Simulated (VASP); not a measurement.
**Ba2Tl5V3O12: relaxation of cell and atoms with LDA**

Crystal: Ba2Tl5V3O12.

```
Ba V Tl O
1.0
     9.93665    0.00000    0.00000
     0.00000    9.93665    0.00000
     0.00000    0.00000    6.65552
Ba V Tl O
2 3 5 12
Cartesian
  0.0000 4.9683 0.0000
  4.9683 0.0000 0.0000
  4.9683 4.9683 0.0000
  4.9683 0.0000 3.3278
  0.0000 4.9683 3.3278
  0.0000 0.0000 3.3278
  6.6895 3.2472 3.0625
  3.2472 6.6895 3.0625
  6.6895 6.6895 3.5930
  3.2472 3.2472 3.5930
  3.9596 5.9771 0.9752
  5.9771 3.9596 0.9752
  5.9771 5.9771 5.6804
  3.9596 3.9596 5.6804
  5.9579 0.9015 2.2349
  3.9787 0.9015 4.4207
  5.9579 9.0352 4.4207
  3.9787 9.0352 2.2349
  0.9015 5.9579 2.2349
  0.9015 3.9787 4.4207
  9.0352 5.9579 4.4207
  9.0352 3.9787 2.2349
```

```json
{
 "Program": "VASP 6.6.1",
 "Task": "relaxation of cell and atoms",
 "Functional": "LDA",
 "Potentials or basis": "VASP PAW LDA potentials, release 64 (Ba_sv, V_sv, Tl_d, O)",
 "Cutoff": "600 eV",
 "k mesh": "3 × 3 × 4",
 "Occupations": "fermi-dirac, width 0.05 eV",
 "Spin": "collinear spin, ferromagnetic start",
 "Starting moments": "[0.0, 0.0, 2.0, 2.0, 2.0, 0.0, 0.0, 0.0, 0.0, 0.0, 0.0, 0.0, 0.0, 0.0, 0.0, 0.0, 0.0, 0.0, 0.0, 0.0, 0.0, 0.0] μB",
 "Further INCAR settings": "ALGO = Normal; EDIFF = 1e-07; IBRION = 2; EDIFFG = -0.01; NSW = 40; ISIF = 3"
}
```

```
Relaxed volume                                        : 25.70 Å³/atom
Relaxed cell                                          : a = 9.253 Å, b = 9.253 Å, c = 6.602 Å, α = 90.00°, β = 90.00°, γ = 90.00°
Space group after relaxing (to 0.1 Å)                 : P-42m (No. 111)
Energy gained by relaxing                             : 34.4 meV/atom
Ionic steps                                           : 23
Pressure after relaxing                               : 0.0 GPa
Largest force after relaxing                          : 0.008 eV/Å
Band gap on the k mesh                                : 0.61 eV (least direct gap 0.75 eV)
Net moment                                            : 0.00 μB per cell
Valence electrons inside the program's atomic spheres : Ba 7.90; V 12.20, 12.29 (each value once); Tl 11.02, 11.20 (each value once); O 4.96, 4.98 (each value once)
```

Forces on the atoms (eV/Å):
```
Ba   0.000  0.000  0.000
Ba   0.000  0.000  0.000
V    0.000  0.000  0.000
V    0.000  0.000  0.000
V    0.000  0.000  0.000
Tl   0.000  0.000  0.000
Tl   0.000  0.000  0.003
Tl   0.000  0.000  0.003
Tl   0.000  0.000 -0.003
Tl   0.000  0.000 -0.003
O   -0.006  0.006  0.000
O    0.006 -0.006  0.000
O    0.006  0.006  0.000
O   -0.006 -0.006  0.000
O    0.003 -0.005 -0.002
O   -0.003 -0.005  0.002
O    0.003  0.005  0.002
O   -0.003  0.005 -0.002
O   -0.005  0.003 -0.002
O   -0.005 -0.003  0.002
O    0.005  0.003  0.002
O    0.005 -0.003 -0.002
```

The path:
```
step  energy change (eV)  largest force (eV/Å)  pressure (GPa)  volume (Å³)
   1              0.0000                0.4780           -2.92       657.15
   2              0.0586                2.1679            2.95       606.69
   3             -0.2739                0.7490           -0.38       632.28
   4             -0.4679                0.2432           -0.18       613.81
   5             -0.4856                0.4139           -0.05       606.45
   6             -0.5821                0.3515           -0.24       597.59
   7             -0.5983                0.5989           -0.32       592.30
   8             -0.6636                0.3099           -0.05       584.05
   9             -0.6740                0.2606            0.13       579.08
  10             -0.7028                0.2187           -0.21       577.09
  11             -0.7160                0.4596           -0.68       574.37
  12             -0.7328                0.3464           -0.51       571.47
  13             -0.7515                0.0928            0.00       562.84
  14             -0.7518                0.0929           -0.06       563.79
  15             -0.7531                0.0729           -0.03       563.78
  16             -0.7552                0.0440            0.08       563.74
  17             -0.7553                0.0468            0.11       563.73
  18             -0.7560                0.0417            0.01       564.48
  19             -0.7561                0.0464           -0.02       564.67
  20             -0.7566                0.0228           -0.01       564.91
  21             -0.7568                0.0216            0.01       565.13
  22             -0.7568                0.0235            0.01       565.15
  23             -0.7569                0.0082           -0.03       565.31
```

Final structure:
```
Ba V Tl O
1.0
     9.25313    0.00000    0.00000
     0.00000    9.25313    0.00000
     0.00000    0.00000    6.60250
Ba V Tl O
2 3 5 12
Direct
  0.00000 0.50000 0.00000
  0.50000 0.00000 0.00000
  0.50000 0.50000 0.00000
  0.50000 0.00000 0.50000
  0.00000 0.50000 0.50000
  0.00000 0.00000 0.50000
  0.66871 0.33129 0.46859
  0.33129 0.66871 0.46859
  0.66871 0.66871 0.53141
  0.33129 0.33129 0.53141
  0.39182 0.60818 0.14582
  0.60818 0.39182 0.14582
  0.60818 0.60818 0.85418
  0.39182 0.39182 0.85418
  0.60733 0.09458 0.33614
  0.39267 0.09458 0.66386
  0.60733 0.90542 0.66386
  0.39267 0.90542 0.33614
  0.09458 0.60733 0.33614
  0.09458 0.39267 0.66386
  0.90542 0.60733 0.66386
  0.90542 0.39267 0.33614
```

Levels at points of the mesh, in eV from the valence-band top:
Spin up:
| k point | band 95 | band 96 | band 97 | band 98 | band 99 | band 100 | band 101 | band 102 |
| --- | --- | --- | --- | --- | --- | --- | --- | --- |
| (0.00, 0.00, 0.00) | -0.56 | -0.31 | -0.31 | -0.07 | 1.13 | 1.23 | 1.23 | 1.90 |
| (0.00, 0.00, 0.50) | -0.70 | -0.40 | -0.40 | -0.26 | 0.63 | 1.29 | 1.29 | 1.92 |
Spin down:
| k point | band 95 | band 96 | band 97 | band 98 | band 99 | band 100 | band 101 | band 102 |
| --- | --- | --- | --- | --- | --- | --- | --- | --- |
| (0.00, 0.00, 0.00) | -0.56 | -0.31 | -0.31 | -0.07 | 1.13 | 1.23 | 1.23 | 1.90 |
| (0.00, 0.00, 0.50) | -0.70 | -0.40 | -0.40 | -0.26 | 0.63 | 1.29 | 1.29 | 1.92 |

It took 2.5 h on 4 MPI ranks on AMD EPYC 9R45 96-Core Processor (Zen 5), on a shared host, peak memory 1.5 GiB a rank.

Caveat: spin-orbit coupling is left out, which moves the levels of the heavy elements; an odd mesh through Γ misses points on the zone boundary, where band edges can lie.
